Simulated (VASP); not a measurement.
# Zr (Fm-3m) in VASP: single point with HSE06

Aim: the single point of Zr with HSE06.

Program: VASP 6.6.1. These are calculated values, not measurements. Logs are shortened: lines on timing, memory, paths and dates and some standing lists are left out, and cuts for length are marked.

### Step 1. The cell of the first run

Symmetry: Fm-3m, No. 225, cubic system. The conventional cell has a = 4.534 Å, b = 4.534 Å, c = 4.534 Å, α = 90.00°, β = 90.00°, γ = 90.00°. Zr (site symmetry m-3m) has 12 Zr at 3.21 Å within 4.2 Å.

This isn't the form of Zr at room conditions, which is hcp.

### Step 2. Single point, HSE06 (23.30 Å³/atom)

POSCAR reads:

```
Zr
1.0
    0.0000000000      2.2669481732      2.2669481732
    2.2669481732      0.0000000000      2.2669481732
    2.2669481732      2.2669481732      0.0000000000
Zr
1
Direct
    0.0000000000      0.0000000000      0.0000000000
```

INCAR.step1 reads:

```
ALGO = Normal ; EDIFF = 1E-5
ENCUT = 520 ; GGA = PE
ISIF = 2 ; ISMEAR = 0
LASPH = T ; LCHARG = F
LREAL = F ; LWAVE = T
NBANDS = 12 ; NELM = 60
PREC = Accurate ; SIGMA = 0.05
```

INCAR.step2 reads:

```
ALGO = Normal ; EDIFF = 1E-6
ENCUT = 520 ; GGA = PE
HFSCREEN = 0.2079 ; ISIF = 2
ISMEAR = 0 ; ISTART = 1
LASPH = T ; LCHARG = F
LHFCALC = T ; LREAL = F
LWAVE = F ; NBANDS = 12
NELM = 60 ; PREC = Accurate
PRECFOCK = Normal ; SIGMA = 0.05
```

KPOINTS reads:

```
k-points
0
Gamma
  8 8 8
```

Potentials or basis: VASP PAW PBE potentials, release 64 (Zr_sv).

The run is started by

```sh
> cat potpaw_PBE.64/Zr_sv/POTCAR > POTCAR
> cp INCAR.step1 INCAR
> mpirun -np 1 vasp_std > vasp.out
> cp INCAR.step2 INCAR
> mpirun -np 1 vasp_std > vasp.out
```

OUTCAR:

```text
EDIFF = 1E-6
   ENCUT = 520
   GGA = PE
   HFSCREEN = 0.2079
   ISIF = 2
   ISMEAR = 0
   ISTART = 1
   LASPH = T
   LHFCALC = T
   LREAL = F
   NELM = 60
   PREC = Accurate
   PRECFOCK = Normal

 ion  position               nearest neighbor table
   1  0.000  0.000  0.000-

  LATTYP: Found a face centered cubic cell.
 ALAT       =     4.5338963464

  Lattice vectors:

 A1 = (   0.0000000000,   2.2669481732,   2.2669481732)
 A2 = (   2.2669481732,   0.0000000000,   2.2669481732)
 A3 = (   2.2669481732,   2.2669481732,   0.0000000000)

Analysis of symmetry for initial positions (statically):
=====================================================================
 Subroutine PRICEL returns:
 Original cell was already a primitive cell.

 Routine SETGRP: Setting up the symmetry group for a
 face centered cubic supercell.

 Subroutine GETGRP returns: Found 48 space group operations
 (whereof 48 operations were pure point group operations)
 out of a pool of 48 trial point group operations.

The static configuration has the point symmetry O_h .

Analysis of symmetry for dynamics (positions and initial velocities):
=====================================================================
 Subroutine PRICEL returns:
 Original cell was already a primitive cell.

 Routine SETGRP: Setting up the symmetry group for a
 face centered cubic supercell.

 Subroutine GETGRP returns: Found 48 space group operations
 (whereof 48 operations were pure point group operations)
 out of a pool of 48 trial point group operations.

The dynamic configuration has the point symmetry O_h .

 Subroutine INISYM returns: Found 48 space group operations
 (whereof 48 operations are pure point group operations),
 and found     1 'primitive' translations

----------------------------------------------------------------------------------------

                                     Primitive cell

  volume of cell :      23.2999

  direct lattice vectors                    reciprocal lattice vectors
     0.000000000  2.266948173  2.266948173    -0.220560843  0.220560843  0.220560843
     2.266948173  0.000000000  2.266948173     0.220560843 -0.220560843  0.220560843
     2.266948173  2.266948173  0.000000000     0.220560843  0.220560843 -0.220560843

  length of vectors
     3.205948852  3.205948852  3.205948852     0.382022586  0.382022586  0.382022586

  position of ions in fractional coordinates (direct lattice)
     0.000000000  0.000000000  0.000000000

  ion indices of the primitive-cell ions
   primitive index   ion index
                 1           1

----------------------------------------------------------------------------------------

 KPOINTS: k-points

Automatic generation of k-mesh.
 Grid dimensions read from file:
 generate k-points for:    8    8    8

 Generating k-lattice:

  Cartesian coordinates                     Fractional coordinates (reciprocal lattice)
    -0.027570105  0.027570105  0.027570105     0.125000000  0.000000000  0.000000000
     0.027570105 -0.027570105  0.027570105     0.000000000  0.125000000  0.000000000
     0.027570105  0.027570105 -0.027570105     0.000000000  0.000000000  0.125000000

  Length of vectors
     0.047752823  0.047752823  0.047752823

  Shift w.r.t. Gamma in fractional coordinates (k-lattice)
     0.000000000  0.000000000  0.000000000

 Subroutine IBZKPT returns following result:
 ===========================================

 Found     29 irreducible k-points:

 Following reciprocal coordinates:
            Coordinates               Weight
  0.000000  0.000000  0.000000      1.000000
  0.125000  0.000000  0.000000      8.000000
  0.250000  0.000000  0.000000      8.000000
  0.375000  0.000000  0.000000      8.000000
  0.500000  0.000000  0.000000      4.000000
  0.125000  0.125000  0.000000      6.000000
[... 16 lines left out ...]
  0.500000  0.250000  0.125000     48.000000
 -0.375000  0.250000  0.125000     24.000000
 [... further k-points ...]
   k-points           NKPTS =     29   k-points in BZ     NKDIM =    512   number of bands    NBANDS=     12
   number of dos      NEDOS =    301   number of ions     NIONS =      1
   total plane-waves  NPLWV =  13824
   dimension x,y,z NGX =    24 NGY =   24 NGZ =   24
   dimension x,y,z NGXF=    48 NGYF=   48 NGZF=   48
   ions per type =               1
   NGX,Y,Z   is equivalent  to a cutoff of  12.45, 12.45, 12.45 a.u.
   NGXF,Y,Z  is equivalent  to a cutoff of  24.89, 24.89, 24.89 a.u.
 SYSTEM =  unknown system
   PREC   = accura    normal or accurate (medium, high low for compatibility)
   ISTART =      1    job   : 0-new  1-cont  2-samecut
   ICHARG =      0    charge: 1-file 2-atom 10-const
   ISPIN  =      1    spin polarized calculation?
   LNONCOLLINEAR =      F non collinear calculations
   LSORBIT =      F    spin-orbit coupling
   LASPH  =      T    aspherical Exc in radial PAW
   ENCUT  =  520.0 eV  38.22 Ry    6.18 a.u.   5.96  5.96  5.96*2*pi/ulx,y,z
   NELM   =     60;   NELMIN=  2; NELMDL=  0     # of ELM steps
   EDIFF  = 0.1E-05   stopping-criterion for ELM
   LREAL  =      F    real-space projection
   EDIFFG = 0.1E-04   stopping-criterion for IOM
   NSW    =      0    number of steps for IOM
   IBRION =     -1    ionic relax: 0-MD 1-quasi-New 2-CG
   NFREE  =      0    steps in history (QN), initial steepest desc. (CG)
   ISIF   =      2    stress and relaxation
   ISYM   =      3    0-nonsym 1-usesym 2-fastsym
   POTIM  = 0.5000    time-step for ionic-motion
   TEBEG  =    0.0;   TEEND  =   0.0 temperature during run
   PSTRESS=    0.0 pullay stress
   NELECT =      12.0000    total number of electrons
   NUPDOWN=      -1.0000    fix difference up-down
   EMIN   =  10.00;   EMAX   =-10.00  energy-range for DOS
   EFERMI =   0.00;   METHOD = LEGACY
   ISMEAR =     0;   SIGMA  =   0.05  broadening in eV -4-tet -1-fermi 0-gaus
   EFERMI_NEDOS =   21; number of points for ismear=-14 and -15
   IALGO  =     38    algorithm
   IMIX   =      1    mixing-type and parameters
     AMIX     =   0.40;   BMIX     =  1.00
     AMIX_MAG =   1.60;   BMIX_MAG =  1.00
  volume/ion in A,a.u.               =      23.30       157.24
  Fermi-wavevector in a.u.,A,eV,Ry     =   1.312251  2.479795 23.429277  1.722003
  Thomas-Fermi vector in A             =   2.442656
   LORBIT       =      0    0 simple, 1 ext, 2 COOP (PROOUT), +10 PAW based schemes
   GGA     = PE    functional components
   LHFCALC =     T    Hartree Fock is set to
   PRECFOCK=normal    Normal, Fast or Accurate (Low or Medium for compatibility)
   ENCUT4O =  -1.0   cutoff for four orbital integrals eV
   NKREDX  =     1    reduce k-point grid by
   NKREDY  =     1    reduce k-point grid by
   NKREDZ  =     1    reduce k-point grid by
   AEXX    =    0.2500 exact exchange contribution
   HFSCREEN=    0.2079 screening length (either q_TF or 0.3 A-1)
   HFSCREENC=   0.2079 screening length for correlation (either q_TF or 0.3 A-1)
   ENCUTFOCK=  -1.0 apply spherical cutoff to Coloumb kernel
   IVDW    =     0    specifies the selected vdW correction
   LEPSILON=     F    determine dielectric tensor
   LRPA    =     F    only Hartree local field effects (RPA)
 non-spin polarized calculation
 Gauss-broadening in eV      SIGMA  =   0.05
  energy-cutoff  :      520.00
  volume of cell :       23.30
 maximum number of plane-waves:       638
  NGX = 18; NGY = 18; NGZ = 18

 number of electron      12.0000000 magnetization

 Free energy of the ion-electron system (eV)
  ---------------------------------------------------
  ext. energy  EPLUGINS =         0.00000000
  ---------------------------------------------------
  free energy    TOTEN  =        -9.71498812 eV

  energy without entropy =       -9.71451582  energy(sigma->0) =       -9.71475197

 E-fermi :   8.8943     XC(G=0):  -9.1372

 val. band max:        8.8814203686   @ k =   0.2500   0.0000   0.0000
 cond. band min:       9.0330187402   @ k =   0.5000   0.2500   0.1250
 fundamental gap:      0.1515983717
 Fermi energy:         8.8943474678

 k-point     1 :       0.0000    0.0000    0.0000
  band No.  band energies     occupation
      1     -43.5392      2.00000
      2     -19.6084      2.00000
      3     -19.6084      2.00000
      4     -19.6084      2.00000
      5       2.3050      2.00000
      6      10.2907      0.00000
      7      10.2907      0.00000
      8      10.2907      0.00000
      9      13.0747      0.00000
     10      13.0747      0.00000
     11      19.9118      0.00000
     12      24.4357      0.00000

 k-point     2 :       0.1250    0.0000    0.0000
  band No.  band energies     occupation
      1     -43.5165      2.00000
      2     -19.7752      2.00000
      3     -19.6274      2.00000
      4     -19.6274      2.00000
      5       2.8584      2.00000
      6       9.7271      0.00000
      7      10.5146      0.00000
      8      10.5146      0.00000
      9      12.8547      0.00000
     10      12.8547      0.00000
     11      20.9834      0.00000
     12      22.8095      0.00000

 k-point     3 :       0.2500    0.0000    0.0000
  band No.  band energies     occupation
      1     -43.4611      2.00000
      2     -20.1633      2.00000
      3     -19.6726      2.00000
      4     -19.6726      2.00000
      5       4.2014      2.00000
      6       8.8814      1.28536
      7      10.6781      0.00000
      8      10.6781      0.00000
      9      12.9935      0.00000
     10      12.9935      0.00000
     11      20.4414      0.00000
     12      23.3682      0.00000
[... 286 lines left out ...]
 k-point    23 :       0.5000    0.2500    0.1250
  band No.  band energies     occupation
      1     -43.3749      2.00000
      2     -20.4459      2.00000
      3     -19.9819      2.00000
      4     -19.7906      2.00000
      5       6.4233      2.00000
      6       8.0154      2.00000
      7       9.0330      0.00009
      8      11.5630      0.00000
      9      13.5305      0.00000
     10      15.9138      0.00000
     11      20.0117      0.00000
     12      22.8730      0.00000

 k-point    24 :      -0.3750    0.2500    0.1250
  band No.  band energies     occupation
      1     -43.3561      2.00000
      2     -20.5280      2.00000
      3     -20.0199      2.00000
      4     -19.8211      2.00000
      5       6.7590      2.00000
      6       7.8915      2.00000
      7       9.3020      0.00000
      8      11.3131      0.00000
      9      14.4074      0.00000
     10      16.6103      0.00000
     11      18.3549      0.00000
     12      22.4619      0.00000

 [... further k-points ...]

------------------------ aborting loop because EDIFF is reached ----------------------------------------

  FORCE on cell =-STRESS in cart. coord.  units (eV):
  Direction    XX          YY          ZZ          XY          YZ          ZX
  --------------------------------------------------------------------------------------
  -------------------------------------------------------------------------------------
  Total        0.0584206      0.0584206      0.0584206      0.0000000      0.0000000      0.0000000
  in kB        4.0171817      4.0171817      4.0171817      0.0000000      0.0000000      0.0000000
  external PRESSURE =       4.0171817 kB  Pullay stress =       0.0000000 kB

 VOLUME and BASIS-vectors are now :
 -----------------------------------------------------------------------------
  energy-cutoff  :      520.00
  volume of cell :       23.30
      direct lattice vectors                 reciprocal lattice vectors
     0.000000000  2.266948173  2.266948173    -0.220560843  0.220560843  0.220560843
     2.266948173  0.000000000  2.266948173     0.220560843 -0.220560843  0.220560843
     2.266948173  2.266948173  0.000000000     0.220560843  0.220560843 -0.220560843

 POSITION                                       TOTAL-FORCE (eV/Angst)
 -----------------------------------------------------------------------------------
      0.00000      0.00000      0.00000         0.000000     -0.000000     -0.000000
 -----------------------------------------------------------------------------------
    total drift:                                0.000000      0.000000     -0.000000

  FREE ENERGIE OF THE ION-ELECTRON SYSTEM (eV)
  ---------------------------------------------------
  free  energy   TOTEN  =        -9.7149881227 eV

  energy  without entropy=       -9.7145158156  energy(sigma->0) =       -9.71475197
```

Run time: 52 min. Hardware: 1 thread of AMD EPYC 7R13 (Zen 3), shared host; peak memory 0.23 GiB.

Results:

```yaml
Free_energy: -9.7150 eV
Pressure: 0.4 GPa
Band_gap_on_the_k_mesh: zero (bands 6 and 7 overlap by 1.91 eV)
```

Caveat: the PAW data sets were made with another functional, which shifts forces and pressure a little.
